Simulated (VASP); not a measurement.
# Si3AsF (R32) in VASP: single point with PBE

Aim: the single point of Si3AsF with PBE.

Everything below comes from runs of VASP 6.6.1. Logs are shortened: lines on timing, memory, paths and dates and some standing lists are left out, and cuts for length are marked.

## (1) The cell of the first run

The structure is trigonal, space group R32 (No. 155). The conventional cell has a = 6.726 Å, b = 6.726 Å, c = 7.402 Å, α = 90.00°, β = 90.00°, γ = 120.00°. Within 2.9 Å of Si (site symmetry 2) lie 1 F at 2.17 Å and 2 Si at 2.47 Å and 2 As at 2.59 Å. Within 3.4 Å of As (site symmetry 32) lie 6 Si at 2.59 Å. Within 2.9 Å of F (site symmetry 32) lie 3 Si at 2.17 Å.

The cell was built from a structure type or drawn by symmetry, and may not be a known phase.

## (2) Single point, PBE

INCAR reads:

```
  PREC = Accurate
  ENCUT = 520
  EDIFF = 1E-7
  ISMEAR = 0
  SIGMA = 0.1
  LREAL = False
  LASPH = True
  NELM = 80
  ALGO = Normal
  ISIF = 2
  LWAVE = False
  LCHARG = False
  GGA = PE
  NBANDS = 20
```

KPOINTS reads:

```
regular mesh
0
Gamma
  12 12 12
```

POSCAR reads:

```
Si3AsF
1.0
    3.3631215402      1.9416991265      2.4674180855
   -3.3631215402      1.9416991265      2.4674180855
    0.0000000000     -3.8833982531      2.4674180855
Si As F
3 1 1
Direct
    0.5000000000      0.8224521340      0.1775478660
    0.1775478660      0.5000000000      0.8224521340
    0.8224521340      0.1775478660      0.5000000000
    0.0000000000      0.0000000000      0.0000000000
    0.5000000000      0.5000000000      0.5000000000
```

Potentials or basis: VASP PAW PBE potentials, release 64 (Si, As, F).

On the command line:

```sh
$ cat potpaw_PBE.64/Si/POTCAR potpaw_PBE.64/As/POTCAR potpaw_PBE.64/F/POTCAR > POTCAR
$ mpirun -np 1 vasp_std > vasp.out
```

OUTCAR:

```text
PREC = Accurate
   ENCUT = 520
   EDIFF = 1E-7
   ISMEAR = 0
   LREAL = False
   LASPH = True
   NELM = 80
   ISIF = 2
   GGA = PE

 ion  position               nearest neighbor table
   1  0.500  0.822  0.178-   5 2.17   3 2.47   2 2.47   4 2.59   4 2.59
   2  0.178  0.500  0.822-   5 2.17   3 2.47   1 2.47   4 2.59   4 2.59
   3  0.822  0.178  0.500-   5 2.17   2 2.47   1 2.47   4 2.59   4 2.59
   4  0.000  0.000  0.000-   2 2.59   1 2.59   3 2.59   3 2.59   2 2.59   1 2.59
   5  0.500  0.500  0.500-   1 2.17   2 2.17   3 2.17

  LATTYP: Found a trigonal (rhomboedric) cell.
 ALAT       =     4.6009709845
 COS(alpha) =    -0.0686023674

  Lattice vectors:

 A1 = (   3.3631215402,   1.9416991265,   2.4674180855)
 A2 = (  -3.3631215402,   1.9416991265,   2.4674180855)
 A3 = (   0.0000000000,  -3.8833982531,   2.4674180855)

Analysis of symmetry for initial positions (statically):
=====================================================================
 Subroutine PRICEL returns:
 Original cell was already a primitive cell.

 Routine SETGRP: Setting up the symmetry group for a
 trigonal (rhombohedral) supercell.

 Subroutine GETGRP returns: Found  6 space group operations
 (whereof  6 operations were pure point group operations)
 out of a pool of 12 trial point group operations.

The static configuration has the point symmetry D_3 .

Analysis of symmetry for dynamics (positions and initial velocities):
=====================================================================
 Subroutine PRICEL returns:
 Original cell was already a primitive cell.

 Routine SETGRP: Setting up the symmetry group for a
 trigonal (rhombohedral) supercell.

 Subroutine GETGRP returns: Found  6 space group operations
 (whereof  6 operations were pure point group operations)
 out of a pool of 12 trial point group operations.

The dynamic configuration has the point symmetry D_3 .

 Subroutine INISYM returns: Found  6 space group operations
 (whereof  6 operations are pure point group operations),
 and found     1 'primitive' translations

----------------------------------------------------------------------------------------

                                     Primitive cell

  volume of cell :      96.6760

  direct lattice vectors                    reciprocal lattice vectors
     3.363121540  1.941699127  2.467418085     0.148671404  0.085835475  0.135093982
    -3.363121540  1.941699127  2.467418085    -0.148671404  0.085835475  0.135093982
     0.000000000 -3.883398253  2.467418085     0.000000000 -0.171670950  0.135093982

  length of vectors
     4.600970985  4.600970985  4.600970985     0.218452052  0.218452052  0.218452052

  position of ions in fractional coordinates (direct lattice)
     0.500000000  0.822452134  0.177547866
     0.177547866  0.500000000  0.822452134
     0.822452134  0.177547866  0.500000000
     0.000000000  0.000000000  0.000000000
     0.500000000  0.500000000  0.500000000

  ion indices of the primitive-cell ions
   primitive index   ion index
                 1           1
                 2           2
                 3           3
                 4           4
                 5           5

----------------------------------------------------------------------------------------

 KPOINTS: regular mesh

Automatic generation of k-mesh.
 Grid dimensions read from file:
 generate k-points for:   12   12   12

 Generating k-lattice:

  Cartesian coordinates                     Fractional coordinates (reciprocal lattice)
     0.012389284  0.007152956  0.011257832     0.083333333  0.000000000 -0.000000000
    -0.012389284  0.007152956  0.011257832     0.000000000  0.083333333 -0.000000000
     0.000000000 -0.014305912  0.011257832    -0.000000000 -0.000000000  0.083333333

  Length of vectors
     0.018204338  0.018204338  0.018204338

  Shift w.r.t. Gamma in fractional coordinates (k-lattice)
     0.000000000  0.000000000  0.000000000

 Subroutine IBZKPT returns following result:
 ===========================================

 Found    189 irreducible k-points:

 Following reciprocal coordinates:
            Coordinates               Weight
  0.000000  0.000000  0.000000      1.000000
  0.083333 -0.000000  0.000000      6.000000
  0.166667 -0.000000  0.000000      6.000000
  0.250000 -0.000000 -0.000000      6.000000
  0.333333 -0.000000  0.000000      6.000000
  0.416667 -0.000000  0.000000      6.000000
[... 16 lines left out ...]
  0.500000  0.166667  0.000000     12.000000
 -0.416667  0.166667  0.000000     12.000000
 [... further k-points ...]
   k-points           NKPTS =    189   k-points in BZ     NKDIM =    189   number of bands    NBANDS=     20
   number of dos      NEDOS =    301   number of ions     NIONS =      5
   total plane-waves  NPLWV =  46656
   dimension x,y,z NGX =    36 NGY =   36 NGZ =   36
   dimension x,y,z NGXF=    72 NGYF=   72 NGZF=   72
   ions per type =               3   1   1
   NGX,Y,Z   is equivalent  to a cutoff of  13.01, 13.01, 13.01 a.u.
   NGXF,Y,Z  is equivalent  to a cutoff of  26.02, 26.02, 26.02 a.u.
 SYSTEM =  unknown system
   PREC   = accura    normal or accurate (medium, high low for compatibility)
   ISTART =      0    job   : 0-new  1-cont  2-samecut
   ICHARG =      2    charge: 1-file 2-atom 10-const
   ISPIN  =      1    spin polarized calculation?
   LNONCOLLINEAR =      F non collinear calculations
   LSORBIT =      F    spin-orbit coupling
   LASPH  =      T    aspherical Exc in radial PAW
   ENCUT  =  520.0 eV  38.22 Ry    6.18 a.u.   8.55  8.55  8.55*2*pi/ulx,y,z
   NELM   =     80;   NELMIN=  2; NELMDL= -5     # of ELM steps
   EDIFF  = 0.1E-06   stopping-criterion for ELM
   LREAL  =      F    real-space projection
   EDIFFG = 0.1E-05   stopping-criterion for IOM
   NSW    =      0    number of steps for IOM
   IBRION =     -1    ionic relax: 0-MD 1-quasi-New 2-CG
   NFREE  =      0    steps in history (QN), initial steepest desc. (CG)
   ISIF   =      2    stress and relaxation
   ISYM   =      2    0-nonsym 1-usesym 2-fastsym
   POTIM  = 0.5000    time-step for ionic-motion
   TEBEG  =    0.0;   TEEND  =   0.0 temperature during run
   PSTRESS=    0.0 pullay stress
   NELECT =      24.0000    total number of electrons
   NUPDOWN=      -1.0000    fix difference up-down
   EMIN   =  10.00;   EMAX   =-10.00  energy-range for DOS
   EFERMI =   0.00;   METHOD = LEGACY
   ISMEAR =     0;   SIGMA  =   0.10  broadening in eV -4-tet -1-fermi 0-gaus
   EFERMI_NEDOS =   21; number of points for ismear=-14 and -15
   IALGO  =     38    algorithm
   IMIX   =      4    mixing-type and parameters
     AMIX     =   0.40;   BMIX     =  1.00
     AMIX_MAG =   1.60;   BMIX_MAG =  1.00
  volume/ion in A,a.u.               =      19.34       130.48
  Fermi-wavevector in a.u.,A,eV,Ry     =   1.028898  1.944336 14.403557  1.058632
  Thomas-Fermi vector in A             =   2.162918
   LORBIT       =      0    0 simple, 1 ext, 2 COOP (PROOUT), +10 PAW based schemes
   GGA     = PE    functional components
   LHFCALC =     F    Hartree Fock is set to
   AEXX    =    0.0000 exact exchange contribution
   IVDW    =     0    specifies the selected vdW correction
   LEPSILON=     F    determine dielectric tensor
   LRPA    =     F    only Hartree local field effects (RPA)
 non-spin polarized calculation
 Gauss-broadening in eV      SIGMA  =   0.10
  energy-cutoff  :      520.00
  volume of cell :       96.68
 maximum number of plane-waves:      2640
 NGX is ok and might be reduce to    36
   NGX = 17   NGY = 17   NGZ = 17

 number of electron      24.0000021 magnetization

 Free energy of the ion-electron system (eV)
  ---------------------------------------------------
  ext. energy  EPLUGINS =         0.00000000
  ---------------------------------------------------
  free energy    TOTEN  =       -22.46641921 eV

  energy without entropy =      -22.45776138  energy(sigma->0) =      -22.46209029

 E-fermi :   5.3637     XC(G=0):  -9.4029

 val. band max:        5.3612398217   @ k =  -0.0833   0.2500   0.0833
 cond. band min:       5.3685583551   @ k =  -0.4167   0.3333   0.2500
 fundamental gap:      0.0073185334
 Fermi energy:         5.3637494707

 k-point     1 :       0.0000    0.0000    0.0000
  band No.  band energies     occupation
      1     -19.8337      2.00000
      2      -7.9554      2.00000
      3      -3.2730      2.00000
      4      -3.2730      2.00000
      5      -1.1777      2.00000
      6      -1.0065      2.00000
[... 12 lines left out ...]
     19      10.0630      0.00000
     20      10.2093      0.00000

 k-point     2 :       0.0833   -0.0000    0.0000
  band No.  band energies     occupation
      1     -19.8333      2.00000
      2      -7.9330      2.00000
      3      -3.4804      2.00000
      4      -3.0826      2.00000
      5      -1.5886      2.00000
      6      -1.0964      2.00000
[... 12 lines left out ...]
     19       9.7456      0.00000
     20      10.6657      0.00000

 k-point     3 :       0.1667   -0.0000    0.0000
  band No.  band energies     occupation
      1     -19.8322      2.00000
      2      -7.8694      2.00000
      3      -3.6986      2.00000
      4      -2.9165      2.00000
      5      -2.0876      2.00000
      6      -1.1486      2.00000
[... 12 lines left out ...]
     19       9.6238      0.00000
     20      11.1617      0.00000

 k-point     4 :       0.2500   -0.0000   -0.0000
  band No.  band energies     occupation
      1     -19.8307      2.00000
      2      -7.7757      2.00000
      3      -3.9202      2.00000
      4      -2.7954      2.00000
      5      -2.5109      2.00000
      6      -1.1611      2.00000
[... 12 lines left out ...]
     19       9.8519      0.00000
     20      11.1509      0.00000

 k-point     5 :       0.3333   -0.0000    0.0000
  band No.  band energies     occupation
      1     -19.8292      2.00000
      2      -7.6726      2.00000
      3      -4.1280      2.00000
      4      -2.9094      2.00000
      5      -2.6231      2.00000
      6      -1.1477      2.00000
[... 12 lines left out ...]
     19      10.0121      0.00000
     20      11.1314      0.00000

 k-point     6 :       0.4167   -0.0000    0.0000
  band No.  band energies     occupation
      1     -19.8280      2.00000
      2      -7.5895      2.00000
      3      -4.2852      2.00000
      4      -3.0952      2.00000
      5      -2.5701      2.00000
      6      -1.1280      2.00000
[... 12 lines left out ...]
     19      10.0358      0.00000
     20      10.8702      0.00000

 k-point     7 :       0.5000   -0.0000   -0.0000
  band No.  band energies     occupation
      1     -19.8276      2.00000
      2      -7.5571      2.00000
      3      -4.3450      2.00000
      4      -3.1591      2.00000
      5      -2.5489      2.00000
      6      -1.1193      2.00000
[... 12 lines left out ...]
     19       9.8881      0.00000
     20      10.8166      0.00000
[... 277 lines left out ...]
 k-point    20 :       0.2500    0.1667   -0.0000
  band No.  band energies     occupation
      1     -19.8292      2.00000
      2      -7.6524      2.00000
      3      -4.3680      2.00000
      4      -2.7476      2.00000
      5      -2.3117      2.00000
      6      -1.1524      2.00000
[... 12 lines left out ...]
     19      10.0787      0.00000
     20      10.6822      0.00000

 k-point    21 :       0.3333    0.1667   -0.0000
  band No.  band energies     occupation
      1     -19.8277      2.00000
      2      -7.5432      2.00000
      3      -4.5135      2.00000
      4      -2.9015      2.00000
      5      -2.4095      2.00000
      6      -1.1781      2.00000
[... 12 lines left out ...]
     19      10.1319      0.00000
     20      11.0007      0.00000

 k-point    22 :       0.4167    0.1667   -0.0000
  band No.  band energies     occupation
      1     -19.8267      2.00000
      2      -7.4647      2.00000
      3      -4.5639      2.00000
      4      -3.1006      2.00000
      5      -2.4258      2.00000
      6      -1.2346      2.00000
[... 12 lines left out ...]
     19       9.9722      0.00000
     20      10.9108      0.00000

 k-point    23 :       0.5000    0.1667    0.0000
  band No.  band energies     occupation
      1     -19.8263      2.00000
      2      -7.4485      2.00000
      3      -4.4790      2.00000
      4      -3.2394      2.00000
      5      -2.4558      2.00000
      6      -1.3233      2.00000
[... 12 lines left out ...]
     19       9.9582      0.00000
     20      10.7888      0.00000

 k-point    24 :      -0.4167    0.1667    0.0000
  band No.  band energies     occupation
      1     -19.8266      2.00000
      2      -7.5011      2.00000
      3      -4.2468      2.00000
      4      -3.2934      2.00000
      5      -2.5371      2.00000
      6      -1.4215      2.00000
[... 12 lines left out ...]
     19      10.2175      0.00000
     20      10.9994      0.00000

 [... further k-points ...]

------------------------ aborting loop because EDIFF is reached ----------------------------------------

  FORCE on cell =-STRESS in cart. coord.  units (eV):
  Direction    XX          YY          ZZ          XY          YZ          ZX
  --------------------------------------------------------------------------------------
  -------------------------------------------------------------------------------------
  Total        0.0348041      0.0348041     -0.0025692      0.0000000      0.0000000      0.0000000
  in kB        0.5767962      0.5767962     -0.0425777      0.0000000      0.0000000      0.0000000
  external PRESSURE =       0.3703382 kB  Pullay stress =       0.0000000 kB

 VOLUME and BASIS-vectors are now :
 -----------------------------------------------------------------------------
  energy-cutoff  :      520.00
  volume of cell :       96.68
      direct lattice vectors                 reciprocal lattice vectors
     3.363121540  1.941699127  2.467418085     0.148671404  0.085835475  0.135093982
    -3.363121540  1.941699127  2.467418085    -0.148671404  0.085835475  0.135093982
     0.000000000 -3.883398253  2.467418085     0.000000000 -0.171670950  0.135093982

 POSITION                                       TOTAL-FORCE (eV/Angst)
 -----------------------------------------------------------------------------------
     -1.08445      1.87832      3.70113        -0.000551      0.000954      0.000000
     -1.08445     -1.87832      3.70113        -0.000551     -0.000954      0.000000
      2.16889     -0.00000      3.70113         0.001102      0.000000     -0.000000
      0.00000      0.00000      0.00000        -0.000000     -0.000000      0.000000
      0.00000     -0.00000      3.70113        -0.000000     -0.000000      0.000000
 -----------------------------------------------------------------------------------
    total drift:                               -0.000000     -0.000000      0.000000

  FREE ENERGIE OF THE ION-ELECTRON SYSTEM (eV)
  ---------------------------------------------------
  free  energy   TOTEN  =       -22.4664192122 eV

  energy  without entropy=      -22.4577613771  energy(sigma->0) =      -22.46209029
```

It took 3.6 min on 1 thread of Intel Xeon Platinum 8259CL at 2.50GHz (Skylake/Cascade Lake), shared host; peak memory 0.45 GiB.

What came out:

- Free energy: -22.4664 eV
- Pressure: 0.0 GPa
- Band gap on the k mesh: zero (bands 12 and 13 overlap by 0.83 eV)

Levels at points of the mesh, in eV from the Fermi level:
```csv
k point,band 10,band 11,band 12,band 13,band 14,band 15
"(0.00, 0.00, 0.00)",-2.98,-2.98,0.35,0.35,0.79,0.79
"(0.50, 0.00, 0.00)",-2.87,-2.44,-0.94,-0.45,0.88,2.91
"(0.50, 0.50, 0.00)",-2.86,-1.71,-0.45,0.24,1.31,2.18
"(0.50, 0.50, 0.50)",-2.84,-2.84,-1.04,2.90,3.58,3.58
```
